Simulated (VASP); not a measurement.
Runs of VASP 6.6.1 on Cu. The structure is that of space group Fm-3m (No. 225), or close to it. The cells are those of the table. 

| spin | cell | k mesh | gap on the mesh (eV) | pressure (GPa) |
| --- | --- | --- | --- | --- |
| non-collinear, zero start, SOC | a = 2.588 Å, angles 60.0°, 1 atom | 15 × 15 × 15 | - | 0.3 |
| off | a = 2.688 Å, angles 60.0°, 1 atom | 24 × 24 × 24 | none | (a) |
| off | a = 2.553 Å, angles 60.0°, 1 atom | 24 × 24 × 24 | none | 6.5 |
| off | a = 2.588 Å, angles 60.0°, 1 atom | 8 × 8 × 8 | none | (b) |
| off | a = 2.588 Å, angles 60.0°, 1 atom | 24 × 24 × 24 | none | 0.6 |

Alike in all rows: task single point; level revPBE; potentials or basis VASP PAW PBE potentials, release 64 (Cu); cutoff (eV) 520; smearing fermi-dirac 0.1 eV.

Task: Fill in the values left out.

Result: (a) -10.4; (b) 1.2.

Caveats: some runs use coarse meshes; the PAW data sets were made with another functional, which shifts forces and pressure a little.

A gap of «none» marks levels without a gap at the run's occupations.
